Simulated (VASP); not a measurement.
# CoSi2 (Immm) in VASP: a series of runs

CoSi2 is run at these levels: PBE; tasks: single point.

Everything below comes from runs of VASP 6.6.1. Logs are shortened: lines on timing, memory, paths and dates and some standing lists are left out, and cuts for length are marked.

### 1 The cell of the first run

The structure is orthorhombic, space group Immm (No. 71). Conventional cell: a = 3.676 Å, b = 3.904 Å, c = 5.360 Å, α = 90.00°, β = 90.00°, γ = 90.00°. Within 3.0 Å of Co (site symmetry mmm) lie 8 Si at 2.27 to 2.37 Å. Si (site symmetry mm2) has 4 Co at 2.27 to 2.37 Å and 6 Si at 2.68 Å within 3.0 Å.

### 2 Single point, PBE (strain -0.0600 x Voigt [0, 0, 0, 1, 0, 0])

The input, INCAR:

```
SYSTEM = CoSi2
  ALGO = Normal
  EDIFF = 1E-7
  ENCUT = 520
  GGA = PE
  ISIF = 2
  ISMEAR = 0
  LASPH = .True.
  LCHARG = .True.
  LELF = .True.
  LREAL = .False.
  LVHAR = .True.
  LWAVE = .False.
  NBANDS = 16
  NELM = 60
  PREC = Accurate
  SIGMA = 0.15
```

The input, KPOINTS:

```
k-points
0
Gamma
  16 16 16
  0 0 0
```

The input, POSCAR:

```
CoSi2
1.0
    0.0000000000      2.5995408861      2.5995408861
    2.6799390578     -0.0803981717      2.6799390578
    2.6799390578      2.6799390578     -0.0803981717
Co Si
1 2
Direct
    0.0000000000      0.0000000000      0.0000000000
    0.2500000000      0.2500000000      0.2500000000
    0.7500000000      0.7500000000      0.7500000000
```

Potentials or basis: VASP PAW PBE potentials, release 64 (Co, Si).

On the command line:

```bash
> cat potpaw_PBE.64/Co/POTCAR potpaw_PBE.64/Si/POTCAR > POTCAR
> mpirun -np 1 vasp_std > vasp.out
```

OUTCAR:

```text
SYSTEM = CoSi2
   EDIFF = 1E-7
   ENCUT = 520
   GGA = PE
   ISIF = 2
   ISMEAR = 0
   LASPH = .True.
   LREAL = .False.
   NELM = 60
   PREC = Accurate

 ion  position               nearest neighbor table
   1  0.000  0.000  0.000-   3 2.27   2 2.27   3 2.27   2 2.27   3 2.37   2 2.37   2 2.37   3 2.37

   2  0.250  0.250  0.250-   1 2.27   1 2.27   1 2.37   1 2.37   3 2.68   3 2.68   3 2.68   3 2.68
                             3 2.68   3 2.68
   3  0.750  0.750  0.750-   1 2.27   1 2.27   1 2.37   1 2.37   2 2.68   2 2.68   2 2.68   2 2.68
                             2 2.68   2 2.68

  LATTYP: Found a body centered orthorhombic cell.
 ALAT       =     3.6763059771
 B/A-ratio  =     1.0618556701
 C/A-ratio  =     1.4579521261

  Lattice vectors:

 A1 = (  -2.6799390578,   0.0803981717,  -2.6799390578)
 A2 = (  -2.6799390578,  -0.0803981717,   2.6799390578)
 A3 = (   2.6799390578,   2.6799390578,  -0.0803981717)

Analysis of symmetry for initial positions (statically):
=====================================================================
 Subroutine PRICEL returns:
 Original cell was already a primitive cell.

 Routine SETGRP: Setting up the symmetry group for a
 body centered orthorhombic supercell.

 Subroutine GETGRP returns: Found  8 space group operations
 (whereof  8 operations were pure point group operations)
 out of a pool of  8 trial point group operations.

The static configuration has the point symmetry D_2h.

Analysis of symmetry for dynamics (positions and initial velocities):
=====================================================================
 Subroutine PRICEL returns:
 Original cell was already a primitive cell.

 Routine SETGRP: Setting up the symmetry group for a
 body centered orthorhombic supercell.

 Subroutine GETGRP returns: Found  8 space group operations
 (whereof  8 operations were pure point group operations)
 out of a pool of  8 trial point group operations.

The dynamic configuration has the point symmetry D_2h.

 Subroutine INISYM returns: Found  8 space group operations
 (whereof  8 operations are pure point group operations),
 and found     1 'primitive' translations

----------------------------------------------------------------------------------------

                                     Primitive cell

  volume of cell :      38.4604

  direct lattice vectors                    reciprocal lattice vectors
     0.000000000  2.599540886  2.599540886    -0.186571407  0.192341656  0.192341656
     2.679939058 -0.080398172  2.679939058     0.186571407 -0.181137288  0.181137288
     2.679939058  2.679939058 -0.080398172     0.186571407  0.181137288 -0.181137288

  length of vectors
     3.676305977  3.790858817  3.790858817     0.329847715  0.316907438  0.316907438

  position of ions in fractional coordinates (direct lattice)
     0.000000000  0.000000000  0.000000000
     0.250000000  0.250000000  0.250000000
     0.750000000  0.750000000  0.750000000

  ion indices of the primitive-cell ions
   primitive index   ion index
                 1           1
                 2           2
                 3           3

----------------------------------------------------------------------------------------

 KPOINTS: k-points

Automatic generation of k-mesh.
 Grid dimensions read from file:
 generate k-points for:   16   16   16

 Generating k-lattice:

  Cartesian coordinates                     Fractional coordinates (reciprocal lattice)
    -0.011660713  0.012021354  0.012021354     0.062500000  0.000000000 -0.000000000
     0.011660713 -0.011321081  0.011321081     0.000000000  0.062500000 -0.000000000
     0.011660713  0.011321081 -0.011321081     0.000000000 -0.000000000  0.062500000

  Length of vectors
     0.020615482  0.019806715  0.019806715

  Shift w.r.t. Gamma in fractional coordinates (k-lattice)
     0.000000000  0.000000000  0.000000000

 Subroutine IBZKPT returns following result:
 ===========================================

 Found    621 irreducible k-points:

 Following reciprocal coordinates:
            Coordinates               Weight
  0.000000  0.000000  0.000000      1.000000
  0.062500  0.000000 -0.000000      4.000000
  0.125000  0.000000 -0.000000      4.000000
  0.187500 -0.000000 -0.000000      4.000000
  0.250000  0.000000 -0.000000      4.000000
  0.312500  0.000000  0.000000      4.000000
[... 16 lines left out ...]
 -0.187500  0.062500 -0.000000      8.000000
 -0.125000  0.062500 -0.000000      8.000000
 [... further k-points ...]
   k-points           NKPTS =    621   k-points in BZ     NKDIM =    621   number of bands    NBANDS=     16
   number of dos      NEDOS =    301   number of ions     NIONS =      3
   total plane-waves  NPLWV =  21952
   dimension x,y,z NGX =    28 NGY =   28 NGZ =   28
   dimension x,y,z NGXF=    56 NGYF=   56 NGZF=   56
   ions per type =               1   2
   NGX,Y,Z   is equivalent  to a cutoff of  12.66, 12.28, 12.28 a.u.
   NGXF,Y,Z  is equivalent  to a cutoff of  25.32, 24.56, 24.56 a.u.
 SYSTEM =  CoSi2
   PREC   = accura    normal or accurate (medium, high low for compatibility)
   ISTART =      0    job   : 0-new  1-cont  2-samecut
   ICHARG =      2    charge: 1-file 2-atom 10-const
   ISPIN  =      1    spin polarized calculation?
   LNONCOLLINEAR =      F non collinear calculations
   LSORBIT =      F    spin-orbit coupling
   LASPH  =      T    aspherical Exc in radial PAW
   ENCUT  =  520.0 eV  38.22 Ry    6.18 a.u.   6.84  7.05  7.05*2*pi/ulx,y,z
   NELM   =     60;   NELMIN=  2; NELMDL= -5     # of ELM steps
   EDIFF  = 0.1E-06   stopping-criterion for ELM
   LREAL  =      F    real-space projection
   EDIFFG = 0.1E-05   stopping-criterion for IOM
   NSW    =      0    number of steps for IOM
   IBRION =     -1    ionic relax: 0-MD 1-quasi-New 2-CG
   NFREE  =      0    steps in history (QN), initial steepest desc. (CG)
   ISIF   =      2    stress and relaxation
   ISYM   =      2    0-nonsym 1-usesym 2-fastsym
   POTIM  = 0.5000    time-step for ionic-motion
   TEBEG  =    0.0;   TEEND  =   0.0 temperature during run
   PSTRESS=    0.0 pullay stress
   NELECT =      17.0000    total number of electrons
   NUPDOWN=      -1.0000    fix difference up-down
   EMIN   =  10.00;   EMAX   =-10.00  energy-range for DOS
   EFERMI =   0.00;   METHOD = LEGACY
   ISMEAR =     0;   SIGMA  =   0.15  broadening in eV -4-tet -1-fermi 0-gaus
   EFERMI_NEDOS =   21; number of points for ismear=-14 and -15
   IALGO  =     38    algorithm
   IMIX   =      4    mixing-type and parameters
     AMIX     =   0.40;   BMIX     =  1.00
     AMIX_MAG =   1.60;   BMIX_MAG =  1.00
  volume/ion in A,a.u.               =      12.82        86.51
  Fermi-wavevector in a.u.,A,eV,Ry     =   1.247058  2.356597 21.159142  1.555153
  Thomas-Fermi vector in A             =   2.381207
   LORBIT       =      0    0 simple, 1 ext, 2 COOP (PROOUT), +10 PAW based schemes
   GGA     = PE    functional components
   LHFCALC =     F    Hartree Fock is set to
   AEXX    =    0.0000 exact exchange contribution
   IVDW    =     0    specifies the selected vdW correction
   LEPSILON=     F    determine dielectric tensor
   LRPA    =     F    only Hartree local field effects (RPA)
 non-spin polarized calculation
 Gauss-broadening in eV      SIGMA  =   0.15
  energy-cutoff  :      520.00
  volume of cell :       38.46
 maximum number of plane-waves:      1057
   NGX = 13   NGY = 15   NGZ = 15

 number of electron      16.9999999 magnetization

 Free energy of the ion-electron system (eV)
  ---------------------------------------------------
  ext. energy  EPLUGINS =         0.00000000
  ---------------------------------------------------
  free energy    TOTEN  =       -19.23561055 eV

  energy without entropy =      -19.22343289  energy(sigma->0) =      -19.22952172

 E-fermi :  10.0670     XC(G=0): -11.7409

 val. band max:       10.0633857595   @ k =   0.3125   0.1250  -0.0000
 cond. band min:      10.0672094686   @ k =  -0.1250   0.2500   0.1875
 fundamental gap:      0.0038237091
 Fermi energy:        10.0669873746

 k-point     1 :       0.0000    0.0000    0.0000
  band No.  band energies     occupation
      1      -3.0376      2.00000
      2       5.8879      2.00000
      3       5.9861      2.00000
      4       6.1126      2.00000
      5       8.1681      2.00000
      6       8.1807      2.00000
[... 8 lines left out ...]
     15      15.7333      0.00000
     16      15.9008      0.00000

 k-point     2 :       0.0625    0.0000   -0.0000
  band No.  band energies     occupation
      1      -2.9757      2.00000
      2       5.9041      2.00000
      3       5.9105      2.00000
      4       6.0730      2.00000
      5       8.1464      2.00000
      6       8.1566      2.00000
[... 8 lines left out ...]
     15      15.5929      0.00000
     16      15.6130      0.00000

 k-point     3 :       0.1250    0.0000   -0.0000
  band No.  band energies     occupation
      1      -2.7907      2.00000
      2       5.5221      2.00000
      3       5.9755      2.00000
      4       6.1226      2.00000
      5       8.0909      2.00000
      6       8.0947      2.00000
[... 8 lines left out ...]
     15      15.5268      0.00000
     16      16.0478      0.00000

 k-point     4 :       0.1875   -0.0000   -0.0000
  band No.  band energies     occupation
      1      -2.4846      2.00000
      2       4.9349      2.00000
      3       6.0737      2.00000
      4       6.2213      2.00000
      5       8.0223      2.00000
      6       8.0272      2.00000
[... 8 lines left out ...]
     15      16.1157      0.00000
     16      16.9979      0.00000
[... 324 lines left out ...]
 k-point    22 :      -0.2500    0.0625    0.0000
  band No.  band energies     occupation
      1      -1.8530      2.00000
      2       3.9403      2.00000
      3       6.0578      2.00000
      4       6.4627      2.00000
      5       7.8036      2.00000
      6       8.1412      2.00000
[... 8 lines left out ...]
     15      17.4808      0.00000
     16      18.4027      0.00000

 k-point    23 :      -0.1875    0.0625   -0.0000
  band No.  band energies     occupation
      1      -2.3122      2.00000
      2       4.6693      2.00000
      3       5.9935      2.00000
      4       6.3280      2.00000
      5       7.8646      2.00000
      6       8.1291      2.00000
[... 8 lines left out ...]
     15      16.5526      0.00000
     16      17.4877      0.00000

 k-point    24 :      -0.1250    0.0625   -0.0000
  band No.  band energies     occupation
      1      -2.6558      2.00000
      2       5.2490      2.00000
      3       5.9563      2.00000
      4       6.2023      2.00000
      5       7.9697      2.00000
      6       8.1517      2.00000
[... 8 lines left out ...]
     15      15.9065      0.00000
     16      16.5758      0.00000

 [... further k-points ...]

------------------------ aborting loop because EDIFF is reached ----------------------------------------

  FORCE on cell =-STRESS in cart. coord.  units (eV):
  Direction    XX          YY          ZZ          XY          YZ          ZX
  --------------------------------------------------------------------------------------
  -------------------------------------------------------------------------------------
  Total        0.1914648      0.1045000      0.1045000      0.0000000      2.1301220      0.0000000
  in kB        7.9760131      4.3532460      4.3532460      0.0000000     88.7363055      0.0000000
  external PRESSURE =       5.5608351 kB  Pullay stress =       0.0000000 kB

 VOLUME and BASIS-vectors are now :
 -----------------------------------------------------------------------------
  energy-cutoff  :      520.00
  volume of cell :       38.46
      direct lattice vectors                 reciprocal lattice vectors
     0.000000000  2.599540886  2.599540886    -0.186571407  0.192341656  0.192341656
     2.679939058 -0.080398172  2.679939058     0.186571407 -0.181137288  0.181137288
     2.679939058  2.679939058 -0.080398172     0.186571407  0.181137288 -0.181137288

 POSITION                                       TOTAL-FORCE (eV/Angst)
 -----------------------------------------------------------------------------------
      0.00000      0.00000      0.00000         0.000000     -0.000000     -0.000000
      1.33997      1.29977      1.29977         0.549498      0.000000      0.000000
      4.01991      3.89931      3.89931        -0.549498     -0.000000     -0.000000
 -----------------------------------------------------------------------------------
    total drift:                               -0.000000     -0.000000      0.000000

  FREE ENERGIE OF THE ION-ELECTRON SYSTEM (eV)
  ---------------------------------------------------
  free  energy   TOTEN  =       -19.2356105461 eV

  energy  without entropy=      -19.2234328896  energy(sigma->0) =      -19.22952172
```

It took 9.3 min on 1 thread of Intel Xeon 8259CL, shared host; peak memory 0.47 GiB.

What came out:

- Free energy: -19.2356 eV
- Pressure: 0.6 GPa
- Largest force: 0.549 eV/Å
- Band gap on the k mesh: zero (an odd number of electrons rules out a gap without spin polarisation)

Forces on the atoms (eV/Å):
```
Co   0.000  0.000  0.000
Si   0.549  0.000  0.000
Si  -0.549  0.000  0.000
```

Stress tensor (GPa, compression positive):
```
0.80 0.00 0.00
0.00 0.44 8.87
0.00 8.87 0.44
```

Caveat: the cell differs from its parent crystal (strain -0.0600 x Voigt [0, 0, 0, 1, 0, 0]); the run has no spin polarisation, though such a crystal can be magnetic. Spin polarisation is off, so any magnetic state and its effect on volume and gap are missing.

[end of part 1 of 3]
